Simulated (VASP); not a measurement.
# Sc5Al (P-62m) in VASP: further runs

The runs below take Sc5Al through single point, with PBE.

Program: VASP 6.6.1. These are calculated values, not measurements. Logs are shortened: lines on timing, memory, paths and dates and some standing lists are left out, and cuts for length are marked.

## 1. The cell of the first run

Symmetry: P-62m, No. 189, hexagonal system. Conventional cell: a = 5.567 Å, b = 5.567 Å, c = 5.085 Å, α = 90.00°, β = 90.00°, γ = 120.00°. Sc (site symmetry m2m) has 10 Sc at 3.03 to 3.31 Å and 2 Al at 3.09 Å within 4.0 Å. Sc (site symmetry -6) has 9 Sc at 3.18 to 3.21 Å and 3 Al at 3.21 Å within 4.2 Å. Al (site symmetry -62m) has 12 Sc at 3.09 to 3.21 Å within 4.1 Å.

## 2. Single point, PBE, collinear spin

File INCAR:

```
SYSTEM = Sc5Al
ALGO = Normal
EDIFF = 1E-7
ENCUT = 520
GGA = PE
ISIF = 2
ISMEAR = 0
ISPIN = 2
LASPH = .TRUE.
LCHARG = .TRUE.
LELF = .TRUE.
LMAXMIX = 4
LORBIT = 11
LREAL = .FALSE.
LVHAR = .TRUE.
LWAVE = .FALSE.
MAGMOM = 1 1 1 1 1 0
NBANDS = 42
NELM = 150
PREC = Accurate
SIGMA = 0.1
```

File KPOINTS:

```
k-points
0
G
  6 6 4
  0 0 0
```

File POSCAR:

```
Sc5Al
1.0
    5.5671205460      0.0000000000      0.0000000000
   -2.7835602730      4.8212678187      0.0000000000
    0.0000000000      0.0000000000      5.0852613305
Sc Al
5 1
Direct
    0.0000000000      0.6854959616      0.0000000000
    0.6854959616      0.0000000000      0.0000000000
    0.3145040384      0.3145040384      0.0000000000
    0.3333333333      0.6666666667      0.5000000000
    0.6666666667      0.3333333333      0.5000000000
    0.0000000000      0.0000000000      0.5000000000
```

Potentials or basis: VASP PAW PBE potentials, release 64 (Sc_sv, Al).

Command:

```sh
> cat potpaw_PBE.64/Sc_sv/POTCAR potpaw_PBE.64/Al/POTCAR > POTCAR
> mpirun -np 1 vasp_std > vasp.out
```

OUTCAR:

```text
SYSTEM = Sc5Al
   EDIFF = 1E-7
   ENCUT = 520
   GGA = PE
   ISIF = 2
   ISMEAR = 0
   ISPIN = 2
   LASPH = .TRUE.
   LORBIT = 11
   LREAL = .FALSE.
   NELM = 150
   PREC = Accurate

 ion  position               nearest neighbor table
   1  0.000  0.685  0.000-   3 3.03   2 3.03   6 3.09   6 3.09   4 3.18   4 3.18   5 3.18   5 3.18
                             2 3.31   3 3.31   3 3.31   2 3.31
   2  0.685  0.000  0.000-   3 3.03   1 3.03   6 3.09   6 3.09   5 3.18   5 3.18   4 3.18   4 3.18
                             1 3.31   3 3.31   3 3.31   1 3.31
   3  0.315  0.315  0.000-   1 3.03   2 3.03   6 3.09   6 3.09   4 3.18   4 3.18   5 3.18   5 3.18
                             2 3.31   1 3.31   1 3.31   2 3.31
   4  0.333  0.667  0.500-   1 3.18   1 3.18   2 3.18   2 3.18   3 3.18   3 3.18   5 3.21   6 3.21
                             5 3.21   6 3.21   6 3.21   5 3.21
   5  0.667  0.333  0.500-   2 3.18   2 3.18   1 3.18   1 3.18   3 3.18   3 3.18   4 3.21   4 3.21
                             6 3.21   6 3.21   6 3.21   4 3.21
   6  0.000  0.000  0.500-   1 3.09   3 3.09   1 3.09   3 3.09   2 3.09   2 3.09   5 3.21   4 3.21
                             4 3.21   5 3.21   5 3.21   4 3.21

  LATTYP: Found a hexagonal cell.
 ALAT       =     5.5671205460
 C/A-ratio  =     0.9134455215

  Lattice vectors:

 A1 = (   5.5671205460,   0.0000000000,   0.0000000000)
 A2 = (  -2.7835602730,   4.8212678187,   0.0000000000)
 A3 = (   0.0000000000,   0.0000000000,   5.0852613305)

Analysis of symmetry for initial positions (statically):
=====================================================================
 Subroutine PRICEL returns:
 Original cell was already a primitive cell.

 Routine SETGRP: Setting up the symmetry group for a
 hexagonal supercell.

 Subroutine GETGRP returns: Found 12 space group operations
 (whereof 12 operations were pure point group operations)
 out of a pool of 24 trial point group operations.

The static configuration has the point symmetry D_3h.

Analysis of symmetry for dynamics (positions and initial velocities):
=====================================================================
 Subroutine PRICEL returns:
 Original cell was already a primitive cell.

 Routine SETGRP: Setting up the symmetry group for a
 hexagonal supercell.

 Subroutine GETGRP returns: Found 12 space group operations
 (whereof 12 operations were pure point group operations)
 out of a pool of 24 trial point group operations.

The dynamic configuration has the point symmetry D_3h.

Analysis of structural, dynamic, and magnetic symmetry:
=====================================================================
 Subroutine PRICEL returns:
 Original cell was already a primitive cell.

[... 151 lines left out ...]

 Free energy of the ion-electron system (eV)
  ---------------------------------------------------
  ext. energy  EPLUGINS =         0.00000000
  ---------------------------------------------------
  free energy    TOTEN  =       -35.66362265 eV

  energy without entropy =      -35.60412563  energy(sigma->0) =      -35.63387414

 E-fermi :   4.2130     XC(G=0): -10.0135

 val. band max:        4.2125733069   @ k =   0.5000  -0.0000   0.5000
 cond. band min:       4.2150969836   @ k =   0.5000  -0.0000   0.2500
 fundamental gap:      0.0025236767
 Fermi energy:         4.2130479066

 spin component 1

 k-point     1 :       0.0000    0.0000    0.0000
  band No.  band energies     occupation
      1     -45.1534      1.00000
      2     -45.1043      1.00000
      3     -45.0541      1.00000
      4     -45.0058      1.00000
      5     -45.0058      1.00000
      6     -23.9587      1.00000
[... 913 lines left out ...]
     40       6.7169      0.00000
     41       6.8997      0.00000
 Fermi energy:         4.2130479066

 spin component 2

 k-point     1 :       0.0000    0.0000    0.0000
  band No.  band energies     occupation
      1     -45.1360      1.00000
      2     -45.0866      1.00000
      3     -45.0390      1.00000
      4     -44.9911      1.00000
      5     -44.9911      1.00000
      6     -23.9409      1.00000
[... 913 lines left out ...]
     40       6.7344      0.00000
     41       6.9176      0.00000
 [bands above 41 left out]

------------------------ aborting loop because EDIFF is reached ----------------------------------------

  FORCE on cell =-STRESS in cart. coord.  units (eV):
  Direction    XX          YY          ZZ          XY          YZ          ZX
  --------------------------------------------------------------------------------------
  -------------------------------------------------------------------------------------
  Total        0.3192423      0.3192423      0.0472080      0.0000000     -0.0000000      0.0000000
  in kB        3.7473638      3.7473638      0.5541419      0.0000000     -0.0000000      0.0000000
  external PRESSURE =       2.6829565 kB  Pullay stress =       0.0000000 kB

 VOLUME and BASIS-vectors are now :
 -----------------------------------------------------------------------------
  energy-cutoff  :      520.00
  volume of cell :      136.49
      direct lattice vectors                 reciprocal lattice vectors
     5.567120546  0.000000000  0.000000000     0.179626073  0.103707161  0.000000000
    -2.783560273  4.821267819  0.000000000     0.000000000  0.207414323  0.000000000
     0.000000000  0.000000000  5.085261330     0.000000000  0.000000000  0.196646728

 POSITION                                       TOTAL-FORCE (eV/Angst)
 -----------------------------------------------------------------------------------
     -1.90812      3.30496      0.00000         0.015145     -0.026232      0.000000
      3.81624      0.00000      0.00000        -0.030291      0.000000      0.000000
      0.87544      1.51631      0.00000         0.015145      0.026232     -0.000000
     -0.00000      3.21418      2.54263        -0.000000      0.000000      0.000000
      2.78356      1.60709      2.54263        -0.000000      0.000000      0.000000
      0.00000      0.00000      2.54263        -0.000000      0.000000      0.000000
 -----------------------------------------------------------------------------------
    total drift:                               -0.000000     -0.000000      0.000000

  FREE ENERGIE OF THE ION-ELECTRON SYSTEM (eV)
  ---------------------------------------------------
  free  energy   TOTEN  =       -35.6636226536 eV

  energy  without entropy=      -35.6041256317  energy(sigma->0) =      -35.63387414

 total charge

# of ion       s       p       d       tot
------------------------------------------
    1        2.269   6.120   1.034   9.423
    2        2.269   6.120   1.034   9.423
    3        2.269   6.120   1.034   9.423
    4        2.266   6.096   1.041   9.403
    5        2.266   6.096   1.041   9.403
    6        0.415   0.358   0.000   0.772
--------------------------------------------------
tot         11.754  30.910   5.183  47.847

 magnetization (x)

# of ion       s       p       d       tot
------------------------------------------
    1        0.000   0.003   0.017   0.020
    2        0.000   0.003   0.017   0.020
    3        0.000   0.003   0.017   0.020
    4        0.001   0.004   0.020   0.024
    5        0.001   0.004   0.020   0.024
    6       -0.000  -0.000   0.000  -0.001
--------------------------------------------------
tot          0.002   0.015   0.090   0.107
```

stdout:

```text
POSCAR found type information on POSCAR ScAl
 POSCAR found :  2 types and       6 ions
 scaLAPACK will be used
 LDA part: xc-table for (Slater+PW92), standard interpolation
 POSCAR, INCAR and KPOINTS ok, starting setup
 FFT: planning ... GRIDC
 FFT: planning ... GRID_SOFT
 FFT: planning ... GRID
 WAVECAR not read
 entering main loop
```

It took 6.2 min on 1 thread of AMD EPYC 7R13 (Zen 3), shared host; peak memory 0.37 GiB.

What came out:

```
Free energy                                           : -35.6636 eV
Pressure                                              : 0.3 GPa
Largest force                                         : 0.030 eV/Å
Net moment                                            : 0.19 μB per cell
Site moments                                          : Sc +0.02; Al -0.00 μB
Valence electrons inside the program's atomic spheres : Sc 9.42, 9.40 (each value once); Al 0.77
```

Forces on the atoms (eV/Å):
```
Sc   0.015 -0.026  0.000
Sc  -0.030  0.000  0.000
Sc   0.015  0.026  0.000
Sc   0.000  0.000  0.000
Sc   0.000  0.000  0.000
Al   0.000  0.000  0.000
```

## 3. Single point, PBE

File INCAR:

```
SYSTEM = Sc5Al
  PREC = Accurate
  ENCUT = 520
  EDIFF = 1E-6
  ISMEAR = 0
  SIGMA = 0.1
  LREAL = .FALSE.
  LASPH = .TRUE.
  NELM = 60
  ALGO = Fast
  ISIF = 2
  LWAVE = .FALSE.
  LCHARG = .FALSE.
  GGA = PE
  NBANDS = 38
```

File KPOINTS:

```
Automatic mesh
0
G
  6 6 4
  0 0 0
```

POSCAR is that of step 2.

Potentials or basis: VASP PAW PBE potentials, release 64 (Sc_sv, Al).

Command:

```sh
> cat potpaw_PBE.64/Sc_sv/POTCAR potpaw_PBE.64/Al/POTCAR > POTCAR
> mpirun -np 1 vasp_std > vasp.out
```

OUTCAR:

```text
SYSTEM = Sc5Al
   PREC = Accurate
   ENCUT = 520
   EDIFF = 1E-6
   ISMEAR = 0
   LREAL = .FALSE.
   LASPH = .TRUE.
   NELM = 60
   ISIF = 2
   GGA = PE

 ion  position               nearest neighbor table
   1  0.000  0.685  0.000-   3 3.03   2 3.03   6 3.09   6 3.09   4 3.18   4 3.18   5 3.18   5 3.18
                             2 3.31   3 3.31   3 3.31   2 3.31
   2  0.685  0.000  0.000-   3 3.03   1 3.03   6 3.09   6 3.09   5 3.18   5 3.18   4 3.18   4 3.18
                             1 3.31   3 3.31   3 3.31   1 3.31
   3  0.315  0.315  0.000-   1 3.03   2 3.03   6 3.09   6 3.09   4 3.18   4 3.18   5 3.18   5 3.18
[... 1071 lines left out ...]
  -------------------------------------------------------------------------------------
  Total        0.3206902      0.3206902      0.0535299      0.0000000     -0.0000000     -0.0000000
  in kB        3.7643599      3.7643599      0.6283500      0.0000000     -0.0000000     -0.0000000
  external PRESSURE =       2.7190233 kB  Pullay stress =       0.0000000 kB

 VOLUME and BASIS-vectors are now :
 -----------------------------------------------------------------------------
  energy-cutoff  :      520.00
  volume of cell :      136.49
      direct lattice vectors                 reciprocal lattice vectors
     5.567120546  0.000000000  0.000000000     0.179626073  0.103707161  0.000000000
    -2.783560273  4.821267819  0.000000000     0.000000000  0.207414323  0.000000000
     0.000000000  0.000000000  5.085261330     0.000000000  0.000000000  0.196646728

 POSITION                                       TOTAL-FORCE (eV/Angst)
 -----------------------------------------------------------------------------------
     -1.90812      3.30496      0.00000         0.015106     -0.026165      0.000000
      3.81624      0.00000      0.00000        -0.030213     -0.000000     -0.000000
      0.87544      1.51631      0.00000         0.015106      0.026165     -0.000000
     -0.00000      3.21418      2.54263         0.000000     -0.000000      0.000000
      2.78356      1.60709      2.54263         0.000000     -0.000000      0.000000
      0.00000      0.00000      2.54263         0.000000     -0.000000      0.000000
 -----------------------------------------------------------------------------------
    total drift:                               -0.000000     -0.000000      0.000000

  FREE ENERGIE OF THE ION-ELECTRON SYSTEM (eV)
  ---------------------------------------------------
  free  energy   TOTEN  =       -35.6636212524 eV

  energy  without entropy=      -35.6036962690  energy(sigma->0) =      -35.63365876
```

OSZICAR:

```text
N       E                     dE             d eps       ncg     rms          rms(c)
DAV:   1     0.121335764378E+04    0.12134E+04   -0.25646E+04  1604   0.159E+03
DAV:   2     0.600740229028E+02   -0.11533E+04   -0.11391E+04  2188   0.741E+02
DAV:   3    -0.347854939840E+02   -0.94860E+02   -0.92424E+02  2678   0.284E+02
[... 12 lines left out ...]
RMM:  16    -0.356636110026E+02   -0.23116E-04   -0.22908E-04  1955   0.337E-02    0.397E-03
RMM:  17    -0.356636154103E+02   -0.44077E-05   -0.48682E-05  1860   0.224E-02    0.219E-03
RMM:  18    -0.356636193059E+02   -0.38956E-05   -0.37315E-05  1701   0.162E-02    0.170E-03
RMM:  19    -0.356636206116E+02   -0.13057E-05   -0.94267E-06  1588   0.130E-02    0.183E-03
RMM:  20    -0.356636212524E+02   -0.64080E-06   -0.76275E-06  1531   0.100E-02
   1 F= -.35663621E+02 E0= -.35633659E+02  d E =-.599250E-01
```

Wall time 3.1 min (1 thread of AMD EPYC 9R14 (Zen 4), shared host); peak memory 0.26 GiB.

Results:

* Free energy: -35.6636 eV
* Pressure: 0.3 GPa
* Largest force: 0.030 eV/Å
* Band gap on the k mesh: zero (bands 29 and 30 overlap by 0.49 eV)

Forces on the atoms (eV/Å):
```
Sc   0.015 -0.026  0.000
Sc  -0.030  0.000  0.000
Sc   0.015  0.026  0.000
Sc   0.000  0.000  0.000
Sc   0.000  0.000  0.000
Al   0.000  0.000  0.000
```

Levels at points of the mesh, in eV from the Fermi level:
| k point | band 25 | band 26 | band 27 | band 28 | band 29 | band 30 | band 31 | band 32 | band 33 | band 34 |
| --- | --- | --- | --- | --- | --- | --- | --- | --- | --- | --- |
| (0.00, 0.00, 0.00) | -0.79 | -0.64 | -0.50 | -0.33 | -0.33 | -0.22 | -0.22 | 0.78 | 1.37 | 1.64 |
| (0.50, 0.00, 0.00) | -1.31 | -0.79 | -0.58 | -0.37 | -0.04 | -0.01 | 0.08 | 0.73 | 0.93 | 1.26 |
| (0.00, 0.00, 0.50) | -0.81 | -0.31 | -0.31 | -0.23 | 0.14 | 0.38 | 0.39 | 0.39 | 0.50 | 0.50 |
| (0.50, 0.00, 0.50) | -1.53 | -1.34 | -0.45 | 0.02 | 0.22 | 0.36 | 0.51 | 0.81 | 0.87 | 1.07 |
